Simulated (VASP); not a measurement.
# TaN (P6/mmm) in VASP: single point with PBEsol

Aim: the single point of TaN with PBEsol.

Program: VASP 6.6.1. These are calculated values, not measurements. Logs are shortened: lines on timing, memory, paths and dates and some standing lists are left out, and cuts for length are marked.

## Step 1: The cell of the first run

The structure is hexagonal, space group P6/mmm (No. 191). The conventional cell has a = 5.206 Å, b = 5.206 Å, c = 2.917 Å, α = 90.00°, β = 90.00°, γ = 120.00°. Within 3.4 Å of Ta (site symmetry 6/mmm) lie 6 N at 2.60 Å and 14 Ta at 2.92 to 3.34 Å. Ta (site symmetry -6m2) has 6 N at 2.09 Å within 2.8 Å. N (site symmetry mmm) has 6 Ta at 2.09 to 2.60 Å and 4 N at 2.60 Å within 2.8 Å.

## Step 2: Single point, PBEsol

File INCAR:

```
SYSTEM = TaN
PREC = Accurate
ENCUT = 700
EDIFF = 1E-6
ISMEAR = 0
SIGMA = 0.1
LREAL = .False.
LASPH = .True.
NELM = 120
ALGO = Normal
ISIF = 2
LWAVE = .False.
LCHARG = .True.
GGA = PS
LELF = .True.
LVHAR = .True.
NBANDS = 36
GGA_COMPAT = .False.
```

File KPOINTS:

```
regular mesh
0
Gamma
  6 6 9
  0 0 0
```

File POSCAR:

```
TaN
1.0
    5.2059241065      0.0000000000      0.0000000000
   -2.6029620532      4.5084625264      0.0000000000
    0.0000000000      0.0000000000      2.9168716308
Ta N
3 3
Direct
    0.0000000000      0.0000000000      0.0000000000
    0.3333333333      0.6666666667      0.5000000000
    0.6666666667      0.3333333333      0.5000000000
    0.5000000000      0.0000000000      0.0000000000
    0.0000000000      0.5000000000      0.0000000000
    0.5000000000      0.5000000000      0.0000000000
```

Potentials or basis: VASP PAW PBE potentials, release 64 (Ta_sv_GW, N).

Run with:

```sh
> cat potpaw_PBE.64/Ta_sv_GW/POTCAR potpaw_PBE.64/N/POTCAR > POTCAR
> mpirun -np 1 vasp_std > vasp.out
```

OUTCAR:

```text
SYSTEM = TaN
   PREC = Accurate
   ENCUT = 700
   EDIFF = 1E-6
   ISMEAR = 0
   LREAL = .False.
   LASPH = .True.
   NELM = 120
   ISIF = 2
   GGA = PS

 ion  position               nearest neighbor table
   1  0.000  0.000  0.000-
   2  0.333  0.667  0.500-   4 2.09   4 2.09   5 2.09   5 2.09   6 2.09   6 2.09   3 3.01   3 3.01
                             3 3.01
   3  0.667  0.333  0.500-   4 2.09   4 2.09   5 2.09   5 2.09   6 2.09   6 2.09   2 3.01   2 3.01
                             2 3.01
   4  0.500  0.000  0.000-   2 2.09   3 2.09   2 2.09   3 2.09
   5  0.000  0.500  0.000-   2 2.09   3 2.09   2 2.09   3 2.09
   6  0.500  0.500  0.000-   2 2.09   3 2.09   2 2.09   3 2.09

  LATTYP: Found a hexagonal cell.
 ALAT       =     5.2059241065
 C/A-ratio  =     0.5602985313

  Lattice vectors:

 A1 = (   5.2059241065,   0.0000000000,   0.0000000000)
 A2 = (  -2.6029620532,   4.5084625264,   0.0000000000)
 A3 = (   0.0000000000,   0.0000000000,   2.9168716308)

Analysis of symmetry for initial positions (statically):
=====================================================================
 Subroutine PRICEL returns:
 Original cell was already a primitive cell.

 Routine SETGRP: Setting up the symmetry group for a
 hexagonal supercell.

 Subroutine GETGRP returns: Found 24 space group operations
 (whereof 24 operations were pure point group operations)
 out of a pool of 24 trial point group operations.

The static configuration has the point symmetry D_6h.

Analysis of symmetry for dynamics (positions and initial velocities):
=====================================================================
 Subroutine PRICEL returns:
 Original cell was already a primitive cell.

 Routine SETGRP: Setting up the symmetry group for a
 hexagonal supercell.

 Subroutine GETGRP returns: Found 24 space group operations
 (whereof 24 operations were pure point group operations)
 out of a pool of 24 trial point group operations.

The dynamic configuration has the point symmetry D_6h.

 Subroutine INISYM returns: Found 24 space group operations
 (whereof 24 operations are pure point group operations),
 and found     1 'primitive' translations

----------------------------------------------------------------------------------------

                                     Primitive cell

  volume of cell :      68.4611

  direct lattice vectors                    reciprocal lattice vectors
     5.205924107  0.000000000  0.000000000     0.192088855  0.110902552  0.000000000
    -2.602962053  4.508462526  0.000000000     0.000000000  0.221805104  0.000000000
     0.000000000  0.000000000  2.916871631     0.000000000  0.000000000  0.342833051

  length of vectors
     5.205924107  5.205924106  2.916871631     0.221805104  0.221805104  0.342833051

  position of ions in fractional coordinates (direct lattice)
     0.000000000  0.000000000  0.000000000
     0.333333333  0.666666667  0.500000000
     0.666666667  0.333333333  0.500000000
     0.500000000  0.000000000  0.000000000
     0.000000000  0.500000000  0.000000000
     0.500000000  0.500000000  0.000000000

  ion indices of the primitive-cell ions
   primitive index   ion index
                 1           1
                 2           2
                 3           3
                 4           4
                 5           5
                 6           6

----------------------------------------------------------------------------------------

 KPOINTS: regular mesh

Automatic generation of k-mesh.
 Grid dimensions read from file:
 generate k-points for:    6    6    9

 Generating k-lattice:

  Cartesian coordinates                     Fractional coordinates (reciprocal lattice)
     0.032014809  0.018483759  0.000000000     0.166666667  0.000000000  0.000000000
     0.000000000  0.036967517  0.000000000     0.000000000  0.166666667  0.000000000
     0.000000000  0.000000000  0.038092561     0.000000000  0.000000000  0.111111111

  Length of vectors
     0.036967517  0.036967517  0.038092561

  Shift w.r.t. Gamma in fractional coordinates (k-lattice)
     0.000000000  0.000000000  0.000000000

 Subroutine IBZKPT returns following result:
 ===========================================

 Found     35 irreducible k-points:

 Following reciprocal coordinates:
            Coordinates               Weight
  0.000000  0.000000  0.000000      1.000000
  0.166667  0.000000  0.000000      6.000000
  0.333333 -0.000000  0.000000      6.000000
  0.500000  0.000000  0.000000      3.000000
  0.166667  0.166667  0.000000      6.000000
  0.333333  0.166667  0.000000     12.000000
[... 16 lines left out ...]
  0.166667  0.000000  0.333333     12.000000
  0.333333 -0.000000  0.333333     12.000000
 [... further k-points ...]
   k-points           NKPTS =     35   k-points in BZ     NKDIM =     35   number of bands    NBANDS=     36
   number of dos      NEDOS =    301   number of ions     NIONS =      6
   total plane-waves  NPLWV =  64512
   dimension x,y,z NGX =    48 NGY =   48 NGZ =   28
   dimension x,y,z NGXF=    96 NGYF=   96 NGZF=   56
   ions per type =               3   3
   NGX,Y,Z   is equivalent  to a cutoff of  15.33, 15.33, 15.96 a.u.
   NGXF,Y,Z  is equivalent  to a cutoff of  30.66, 30.66, 31.92 a.u.
 SYSTEM =  TaN
   PREC   = accura    normal or accurate (medium, high low for compatibility)
   ISTART =      0    job   : 0-new  1-cont  2-samecut
   ICHARG =      2    charge: 1-file 2-atom 10-const
   ISPIN  =      1    spin polarized calculation?
   LNONCOLLINEAR =      F non collinear calculations
   LSORBIT =      F    spin-orbit coupling
   LASPH  =      T    aspherical Exc in radial PAW
   ENCUT  =  700.0 eV  51.45 Ry    7.17 a.u.  11.23 11.23  6.29*2*pi/ulx,y,z
   NELM   =    120;   NELMIN=  2; NELMDL= -5     # of ELM steps
   EDIFF  = 0.1E-05   stopping-criterion for ELM
   LREAL  =      F    real-space projection
   EDIFFG = 0.1E-04   stopping-criterion for IOM
   NSW    =      0    number of steps for IOM
   IBRION =     -1    ionic relax: 0-MD 1-quasi-New 2-CG
   NFREE  =      0    steps in history (QN), initial steepest desc. (CG)
   ISIF   =      2    stress and relaxation
   ISYM   =      2    0-nonsym 1-usesym 2-fastsym
   POTIM  = 0.5000    time-step for ionic-motion
   TEBEG  =    0.0;   TEEND  =   0.0 temperature during run
   PSTRESS=    0.0 pullay stress
   NELECT =      54.0000    total number of electrons
   NUPDOWN=      -1.0000    fix difference up-down
   EMIN   =  10.00;   EMAX   =-10.00  energy-range for DOS
   EFERMI =   0.00;   METHOD = LEGACY
   ISMEAR =     0;   SIGMA  =   0.10  broadening in eV -4-tet -1-fermi 0-gaus
   EFERMI_NEDOS =   21; number of points for ismear=-14 and -15
   IALGO  =     38    algorithm
   IMIX   =      4    mixing-type and parameters
     AMIX     =   0.40;   BMIX     =  1.00
     AMIX_MAG =   1.60;   BMIX_MAG =  1.00
  volume/ion in A,a.u.               =      11.41        77.00
  Fermi-wavevector in a.u.,A,eV,Ry     =   1.512603  2.858405 31.129681  2.287967
  Thomas-Fermi vector in A             =   2.622505
   LORBIT       =      0    0 simple, 1 ext, 2 COOP (PROOUT), +10 PAW based schemes
   GGA     = PS    functional components
   LHFCALC =     F    Hartree Fock is set to
   AEXX    =    0.0000 exact exchange contribution
   IVDW    =     0    specifies the selected vdW correction
   LEPSILON=     F    determine dielectric tensor
   LRPA    =     F    only Hartree local field effects (RPA)
 non-spin polarized calculation
 Gauss-broadening in eV      SIGMA  =   0.10
  energy-cutoff  :      700.00
  volume of cell :       68.46
 maximum number of plane-waves:      2917
 NGX is ok and might be reduce to    48
   NGX = 23   NGY = 23   NGZ = 13

 number of electron      54.0000002 magnetization

 Free energy of the ion-electron system (eV)
  ---------------------------------------------------
  ext. energy  EPLUGINS =         0.00000000
  ---------------------------------------------------
  free energy    TOTEN  =       -76.34899969 eV

  energy without entropy =      -76.34586312  energy(sigma->0) =      -76.34743140

 E-fermi :  11.7399     XC(G=0): -13.4904

 val. band max:       11.7279073477   @ k =   0.1667   0.0000   0.2222
 cond. band min:      11.7616968272   @ k =   0.0000   0.0000   0.2222
 fundamental gap:      0.0337894795
 Fermi energy:        11.7399316038

 k-point     1 :       0.0000    0.0000    0.0000
  band No.  band energies     occupation
      1     -57.3686      2.00000
      2     -57.3227      2.00000
      3     -57.0458      2.00000
      4     -24.2026      2.00000
      5     -24.2026      2.00000
      6     -23.8286      2.00000
[... 28 lines left out ...]
     35      15.1395      0.00000
     36      15.1395      0.00000

 k-point     2 :       0.1667    0.0000    0.0000
  band No.  band energies     occupation
      1     -57.3658      2.00000
      2     -57.3253      2.00000
      3     -57.0459      2.00000
      4     -24.2230      2.00000
      5     -24.1914      2.00000
      6     -23.8091      2.00000
[... 28 lines left out ...]
     35      15.3916      0.00000
     36      15.5367      0.00000

 k-point     3 :       0.3333   -0.0000    0.0000
  band No.  band energies     occupation
      1     -57.3587      2.00000
      2     -57.3323      2.00000
      3     -57.0462      2.00000
      4     -24.2578      2.00000
      5     -24.1410      2.00000
      6     -23.8311      2.00000
[... 28 lines left out ...]
     35      15.3738      0.00000
     36      15.4775      0.00000
[... 742 lines left out ...]
 k-point    23 :       0.1667    0.0000    0.3333
  band No.  band energies     occupation
      1     -57.3314      2.00000
      2     -57.2922      2.00000
      3     -57.0191      2.00000
      4     -24.3060      2.00000
      5     -24.1258      2.00000
      6     -24.0969      2.00000
[... 28 lines left out ...]
     35      15.3393      0.00000
     36      15.7598      0.00000

 k-point    24 :       0.3333   -0.0000    0.3333
  band No.  band energies     occupation
      1     -57.3246      2.00000
      2     -57.2989      2.00000
      3     -57.0191      2.00000
      4     -24.2853      2.00000
      5     -24.1582      2.00000
      6     -24.1165      2.00000
[... 28 lines left out ...]
     35      15.6044      0.00000
     36      16.1884      0.00000

 [... further k-points ...]

------------------------ aborting loop because EDIFF is reached ----------------------------------------

  FORCE on cell =-STRESS in cart. coord.  units (eV):
  Direction    XX          YY          ZZ          XY          YZ          ZX
  --------------------------------------------------------------------------------------
  -------------------------------------------------------------------------------------
  Total       -0.8363338     -0.8363338     -0.7610357     -0.0000000     -0.0000000      0.0000000
  in kB      -19.5725134    -19.5725134    -17.8103307     -0.0000000     -0.0000000      0.0000000
  external PRESSURE =     -18.9851191 kB  Pullay stress =       0.0000000 kB

 VOLUME and BASIS-vectors are now :
 -----------------------------------------------------------------------------
  energy-cutoff  :      700.00
  volume of cell :       68.46
      direct lattice vectors                 reciprocal lattice vectors
     5.205924107  0.000000000  0.000000000     0.192088855  0.110902552  0.000000000
    -2.602962053  4.508462526  0.000000000     0.000000000  0.221805104  0.000000000
     0.000000000  0.000000000  2.916871631     0.000000000  0.000000000  0.342833051

 POSITION                                       TOTAL-FORCE (eV/Angst)
 -----------------------------------------------------------------------------------
      0.00000      0.00000      0.00000         0.000000      0.000000      0.000000
     -0.00000      3.00564      1.45844         0.000000     -0.000000      0.000000
      2.60296      1.50282      1.45844        -0.000000      0.000000      0.000000
      2.60296      0.00000      0.00000         0.000000      0.000000      0.000000
     -1.30148      2.25423      0.00000         0.000000      0.000000      0.000000
      1.30148      2.25423      0.00000         0.000000      0.000000      0.000000
 -----------------------------------------------------------------------------------
    total drift:                               -0.000000      0.000000     -0.000000

  FREE ENERGIE OF THE ION-ELECTRON SYSTEM (eV)
  ---------------------------------------------------
  free  energy   TOTEN  =       -76.3489996884 eV

  energy  without entropy=      -76.3458631156  energy(sigma->0) =      -76.34743140
```

Run time: 2.7 min. Hardware: 1 thread of Intel Xeon Platinum 8375C at 2.90GHz (Ice Lake), shared host; peak memory 0.31 GiB.

Results:

```yaml
Free_energy: -76.3490 eV
Pressure: -1.9 GPa
Band_gap_on_the_k_mesh: zero (bands 27 and 28 overlap by 2.04 eV)
```

Caveat: the PAW data sets were made with another functional, which shifts forces and pressure a little; spin-orbit coupling is left out, which moves the levels of the heavy elements.

The gap in the log of VASP goes by the Fermi energy; the results here count the filled bands.